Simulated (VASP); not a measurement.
# In2B3 (P-3m1) in VASP: a series of runs

In2B3 is run at these levels: PBE; tasks: single point, relaxation of cell and atoms.

All numbers are computed with VASP 6.6.1; they aren't measurements. Logs are shortened: lines on timing, memory, paths and dates and some standing lists are left out, and cuts for length are marked.

**1. The cell of the first run**

The structure is trigonal, space group P-3m1 (No. 164). The conventional cell has a = 3.306 Å, b = 3.306 Å, c = 7.314 Å, α = 90.00°, β = 90.00°, γ = 120.00°. Within 3.0 Å of In (site symmetry 3m) lie 7 B at 2.28 to 2.86 Å. Within 3.2 Å of B (site symmetry -3m) lie 6 In at 2.40 Å. B (site symmetry 3m) has 3 B at 1.91 Å and 1 In at 2.28 Å within 2.5 Å.

**2. Single point, PBE**

INCAR

```
PREC = Accurate
ENCUT = 520
EDIFF = 1E-6
ISMEAR = 0
SIGMA = 0.1
LREAL = False
LASPH = True
NELM = 100
ALGO = Normal
ISIF = 2
LWAVE = False
LCHARG = True
GGA = PE
LELF = True
LVHAR = True
NBANDS = 26
```

KPOINTS

```
regular mesh
0
Gamma
  12 12 6
```

POSCAR

```
In2B3
1.0
    3.3060986958      0.0000000000      0.0000000000
   -1.6530493479      2.8631654580      0.0000000000
    0.0000000000      0.0000000000      7.3135001209
In B
2 3
Direct
    0.3333333333      0.6666666667      0.1991040625
    0.6666666667      0.3333333333      0.8008959375
    0.0000000000      0.0000000000      0.0000000000
    0.3333333333      0.6666666667      0.5103538979
    0.6666666667      0.3333333333      0.4896461021
```

Potentials or basis: VASP PAW PBE potentials, release 64 (In_d, B).

Run with:

```bash
> cat potpaw_PBE.64/In_d/POTCAR potpaw_PBE.64/B/POTCAR > POTCAR
> mpirun -np 1 vasp_std > vasp.out
```

OUTCAR:

```text
PREC = Accurate
   ENCUT = 520
   EDIFF = 1E-6
   ISMEAR = 0
   LREAL = False
   LASPH = True
   NELM = 100
   ISIF = 2
   GGA = PE

 ion  position               nearest neighbor table
   1  0.333  0.667  0.199-   4 2.28   3 2.40   3 2.40   3 2.40   5 2.86   5 2.86   5 2.86   2 3.48
                             2 3.48   2 3.48
   2  0.667  0.333  0.801-   5 2.28   3 2.40   3 2.40   3 2.40   4 2.86   4 2.86   4 2.86   1 3.48
                             1 3.48   1 3.48
   3  0.000  0.000  0.000-   1 2.40   2 2.40   2 2.40   1 2.40   2 2.40   1 2.40
   4  0.333  0.667  0.510-   5 1.91   5 1.91   5 1.91   1 2.28   2 2.86   2 2.86   2 2.86
   5  0.667  0.333  0.490-   4 1.91   4 1.91   4 1.91   2 2.28   1 2.86   1 2.86   1 2.86

  LATTYP: Found a hexagonal cell.
 ALAT       =     3.3060986958
 C/A-ratio  =     2.2121239545

  Lattice vectors:

 A1 = (   3.3060986958,   0.0000000000,   0.0000000000)
 A2 = (  -1.6530493479,   2.8631654580,   0.0000000000)
 A3 = (   0.0000000000,   0.0000000000,   7.3135001209)

Analysis of symmetry for initial positions (statically):
=====================================================================
 Subroutine PRICEL returns:
 Original cell was already a primitive cell.

 Routine SETGRP: Setting up the symmetry group for a
 hexagonal supercell.

 Subroutine GETGRP returns: Found 12 space group operations
 (whereof 12 operations were pure point group operations)
 out of a pool of 24 trial point group operations.

The static configuration has the point symmetry D_3d.

Analysis of symmetry for dynamics (positions and initial velocities):
=====================================================================
 Subroutine PRICEL returns:
 Original cell was already a primitive cell.

 Routine SETGRP: Setting up the symmetry group for a
 hexagonal supercell.

 Subroutine GETGRP returns: Found 12 space group operations
 (whereof 12 operations were pure point group operations)
 out of a pool of 24 trial point group operations.

The dynamic configuration has the point symmetry D_3d.

 Subroutine INISYM returns: Found 12 space group operations
 (whereof 12 operations are pure point group operations),
 and found     1 'primitive' translations

----------------------------------------------------------------------------------------

                                     Primitive cell

  volume of cell :      69.2289

  direct lattice vectors                    reciprocal lattice vectors
     3.306098696  0.000000000  0.000000000     0.302471309  0.174631892  0.000000000
[... 95 lines left out ...]
   NSW    =      0    number of steps for IOM
   IBRION =     -1    ionic relax: 0-MD 1-quasi-New 2-CG
   NFREE  =      0    steps in history (QN), initial steepest desc. (CG)
   ISIF   =      2    stress and relaxation
   ISYM   =      2    0-nonsym 1-usesym 2-fastsym
   POTIM  = 0.5000    time-step for ionic-motion
   TEBEG  =    0.0;   TEEND  =   0.0 temperature during run
   PSTRESS=    0.0 pullay stress
   NELECT =      35.0000    total number of electrons
   NUPDOWN=      -1.0000    fix difference up-down
   EMIN   =  10.00;   EMAX   =-10.00  energy-range for DOS
   EFERMI =   0.00;   METHOD = LEGACY
   ISMEAR =     0;   SIGMA  =   0.10  broadening in eV -4-tet -1-fermi 0-gaus
   EFERMI_NEDOS =   21; number of points for ismear=-14 and -15
   IALGO  =     38    algorithm
   IMIX   =      4    mixing-type and parameters
     AMIX     =   0.40;   BMIX     =  1.00
     AMIX_MAG =   1.60;   BMIX_MAG =  1.00
  volume/ion in A,a.u.               =      13.85        93.44
  Fermi-wavevector in a.u.,A,eV,Ry     =   1.304172  2.464528 23.141682  1.700866
  Thomas-Fermi vector in A             =   2.435126
   LORBIT       =      0    0 simple, 1 ext, 2 COOP (PROOUT), +10 PAW based schemes
   GGA     = PE    functional components
   LHFCALC =     F    Hartree Fock is set to
   AEXX    =    0.0000 exact exchange contribution
   IVDW    =     0    specifies the selected vdW correction
   LEPSILON=     F    determine dielectric tensor
   LRPA    =     F    only Hartree local field effects (RPA)
 non-spin polarized calculation
 Gauss-broadening in eV      SIGMA  =   0.10
  energy-cutoff  :      520.00
  volume of cell :       69.23
 maximum number of plane-waves:      1896
 NGX is ok and might be reduce to    28
   NGX = 13   NGY = 13   NGZ = 27

 number of electron      35.0000006 magnetization

 Free energy of the ion-electron system (eV)
  ---------------------------------------------------
  ext. energy  EPLUGINS =         0.00000000
  ---------------------------------------------------
  free energy    TOTEN  =       -21.10187981 eV

  energy without entropy =      -21.09661296  energy(sigma->0) =      -21.09924638

 E-fermi :   7.7637     XC(G=0): -11.1243

 val. band max:        7.7302292752   @ k =   0.4167   0.1667   0.5000
 cond. band min:       7.7907569270   @ k =   0.2500   0.0833   0.5000
 fundamental gap:      0.0605276518
 Fermi energy:         7.7636888881

 k-point     1 :       0.0000    0.0000    0.0000
  band No.  band energies     occupation
      1      -7.1755      2.00000
      2      -7.1311      2.00000
      3      -7.0691      2.00000
      4      -7.0691      2.00000
      5      -7.0167      2.00000
      6      -7.0167      2.00000
[... 685 lines left out ...]
     25      15.5405      0.00000
     26      16.4305      0.00000

 [... further k-points ...]

------------------------ aborting loop because EDIFF is reached ----------------------------------------

  FORCE on cell =-STRESS in cart. coord.  units (eV):
  Direction    XX          YY          ZZ          XY          YZ          ZX
  --------------------------------------------------------------------------------------
  -------------------------------------------------------------------------------------
  Total        0.0065631      0.0065631     -0.0153169      0.0000000      0.0000000      0.0000000
  in kB        0.1518899      0.1518899     -0.3544822      0.0000000      0.0000000      0.0000000
  external PRESSURE =      -0.0169008 kB  Pullay stress =       0.0000000 kB

 VOLUME and BASIS-vectors are now :
 -----------------------------------------------------------------------------
  energy-cutoff  :      520.00
  volume of cell :       69.23
      direct lattice vectors                 reciprocal lattice vectors
     3.306098696  0.000000000  0.000000000     0.302471309  0.174631892  0.000000000
    -1.653049348  2.863165458  0.000000000     0.000000000  0.349263783  0.000000000
     0.000000000  0.000000000  7.313500121     0.000000000  0.000000000  0.136733436

 POSITION                                       TOTAL-FORCE (eV/Angst)
 -----------------------------------------------------------------------------------
     -0.00000      1.90878      1.45615         0.000000      0.000000      0.003530
      1.65305      0.95439      5.85735        -0.000000     -0.000000     -0.003530
      0.00000      0.00000      0.00000        -0.000000      0.000000     -0.000000
     -0.00000      1.90878      3.73247        -0.000000      0.000000     -0.001071
      1.65305      0.95439      3.58103        -0.000000     -0.000000      0.001071
 -----------------------------------------------------------------------------------
    total drift:                                0.000000     -0.000000      0.000000

  FREE ENERGIE OF THE ION-ELECTRON SYSTEM (eV)
  ---------------------------------------------------
  free  energy   TOTEN  =       -21.1018798101 eV

  energy  without entropy=      -21.0966129552  energy(sigma->0) =      -21.09924638
```

OSZICAR:

```text
N       E                     dE             d eps       ncg     rms          rms(c)
DAV:   1     0.278953600893E+03    0.27895E+03   -0.16406E+04  5208   0.174E+03
DAV:   2     0.262573253221E+01   -0.27633E+03   -0.26623E+03  5284   0.391E+02
DAV:   3    -0.225880215712E+02   -0.25214E+02   -0.24549E+02  6536   0.130E+02
DAV:   4    -0.234769063988E+02   -0.88888E+00   -0.88352E+00  6518   0.235E+01
DAV:   5    -0.235106447978E+02   -0.33738E-01   -0.33723E-01  7972   0.431E+00    0.946E+00
DAV:   6    -0.212758738098E+02    0.22348E+01   -0.30894E+00  7532   0.265E+01    0.485E+00
DAV:   7    -0.211358423981E+02    0.14003E+00   -0.14503E+00  8322   0.796E+00    0.153E+00
DAV:   8    -0.211052682434E+02    0.30574E-01   -0.23715E-01  6788   0.341E+00    0.892E-01
DAV:   9    -0.211034457678E+02    0.18225E-02   -0.39473E-02  7070   0.179E+00    0.697E-01
DAV:  10    -0.211024197648E+02    0.10260E-02   -0.91231E-03  7640   0.938E-01    0.310E-01
DAV:  11    -0.211021364344E+02    0.28333E-03   -0.18173E-03  6562   0.309E-01    0.865E-02
DAV:  12    -0.211018696589E+02    0.26678E-03   -0.60405E-04  8148   0.244E-01    0.342E-02
DAV:  13    -0.211018796253E+02   -0.99664E-05   -0.14482E-04  6448   0.616E-02    0.157E-02
DAV:  14    -0.211018798101E+02   -0.18480E-06   -0.85797E-06  5522   0.168E-02
   1 F= -.21101880E+02 E0= -.21099246E+02  d E =-.526685E-02
```

Run time: 2 min. Hardware: 1 thread of Intel Xeon Platinum 8488C (Sapphire Rapids), shared host; peak memory 0.29 GiB.

Results:

```yaml
Free_energy: -21.1019 eV
Pressure: 0.0 GPa
Largest_force: 0.004 eV/Å
```

Forces on the atoms (eV/Å):
```
In   0.000  0.000  0.004
In   0.000  0.000 -0.004
B    0.000  0.000  0.000
B    0.000  0.000 -0.001
B    0.000  0.000  0.001
```

Levels at points of the mesh, in eV from the Fermi level:
| k point | band 15 | band 16 | band 17 | band 18 | band 19 | band 20 |
| --- | --- | --- | --- | --- | --- | --- |
| (0.00, 0.00, 0.00) | 0.25 | 0.34 | 0.34 | 2.17 | 2.17 | 5.70 |
| (0.50, 0.00, 0.00) | -3.91 | -3.85 | -1.77 | 0.43 | 1.57 | 2.56 |
| (0.00, 0.00, 0.50) | 0.32 | 0.32 | 2.24 | 2.24 | 3.61 | 4.87 |
| (0.50, 0.00, 0.50) | -2.68 | -1.84 | -1.60 | -0.52 | -0.12 | 0.08 |

Caveat: spin-orbit coupling is left out, which moves the levels of the heavy elements.

**3. Relaxation of cell and atoms, PBE**

This run uses another cell than the first one, of 13.71 Å³/atom, 0.990 times its volume.

INCAR

```
PREC = Accurate ; ENCUT = 600
EDIFF = 1E-6 ; ISMEAR = 0
SIGMA = 0.1 ; LREAL = F
LASPH = T ; NELM = 60
ALGO = Normal ; ISIF = 3
LWAVE = F ; LCHARG = F
GGA = PE ; IBRION = 2
NSW = 100 ; EDIFFG = -0.01
```

KPOINTS

```
Automatic mesh
0
Gamma
  12 12 6
```

POSCAR

```
In2B3
1.0
    3.2841767651      0.0000000000      0.0000000000
   -1.6420883826      2.8441805091      0.0000000000
    0.0000000000      0.0000000000      7.3410386817
In B
2 3
Direct
    0.3333333333      0.6666666667      0.2027553535
    0.6666666667      0.3333333333      0.7972446465
    0.0000000000      0.0000000000      0.0000000000
    0.3333333333      0.6666666667      0.5124645242
    0.6666666667      0.3333333333      0.4875354758
```

Potentials or basis: VASP PAW PBE potentials, release 64 (In_d, B).

Run with:

```bash
> cat potpaw_PBE.64/In_d/POTCAR potpaw_PBE.64/B/POTCAR > POTCAR
> mpirun -np 1 vasp_std > vasp.out
```

It took 11 min on 1 thread of Oxide Virtual Turin-like, shared host; peak memory 0.29 GiB.

It converged, with:

| Property | Result |
| --- | --- |
| Free energy | -21.1037 eV |
| Relaxed volume | 13.84 Å³/atom |
| Relaxed cell | a = 3.307 Å, b = 3.307 Å, c = 7.309 Å, α = 90.00°, β = 90.00°, γ = 120.00° |
| Space group after relaxing (to 0.05 Å) | P-3m1 (No. 164) |
| Energy gained by relaxing | 1.6 meV/atom |
| Ionic steps | 8 |
| Pressure after relaxing | 0.0 GPa |
| Largest force after relaxing | 0.005 eV/Å |

Forces on the atoms (eV/Å):
```
In   0.000  0.000  0.000
In   0.000  0.000  0.000
B    0.000  0.000  0.000
B    0.000  0.000 -0.005
B    0.000  0.000  0.005
```

Stress tensor (GPa, compression positive):
```
-0.01  0.00  0.00
 0.00 -0.01  0.00
 0.00  0.00  0.10
```

The path:
```csv
step,energy change (eV),largest force (eV/Å),pressure (GPa),volume (Å³)
1,0.0000,0.1162,0.57,68.57
2,-0.0044,0.1518,-0.03,69.06
3,-0.0048,0.1686,-0.27,69.23
4,-0.0074,0.0681,-0.13,69.24
5,-0.0081,0.0297,-0.05,69.25
6,-0.0081,0.0302,-0.04,69.25
7,-0.0081,0.0074,0.10,69.20
8,-0.0081,0.0046,0.03,69.22
```

Final structure:
```yaml
crystal:
  lattice:
    - [3.30679, 0.00000, 0.00000]
    - [-1.65340, 2.86377, 0.00000]
    - [0.00000, 0.00000, 7.30934]
  atoms:
    - { symbol: In, position: [0.33333, 0.66667, 0.19909] }
    - { symbol: In, position: [0.66667, 0.33333, 0.80091] }
    - { symbol: B, position: [0.00000, 0.00000, 0.00000] }
    - { symbol: B, position: [0.33333, 0.66667, 0.51043] }
    - { symbol: B, position: [0.66667, 0.33333, 0.48957] }
```

Levels at points of the mesh, in eV from the Fermi level:
```tsv
k point	band 15	band 16	band 17	band 18	band 19	band 20
(0.00, 0.00, 0.00)	0.26	0.34	0.34	2.17	2.17	5.69
(0.50, 0.00, 0.00)	-3.91	-3.85	-1.77	0.43	1.57	2.56
(0.00, 0.00, 0.50)	0.31	0.31	2.24	2.24	3.62	4.88
(0.50, 0.00, 0.50)	-2.68	-1.84	-1.61	-0.52	-0.12	0.08
```

Caveat: spin-orbit coupling is left out, which moves the levels of the heavy elements.
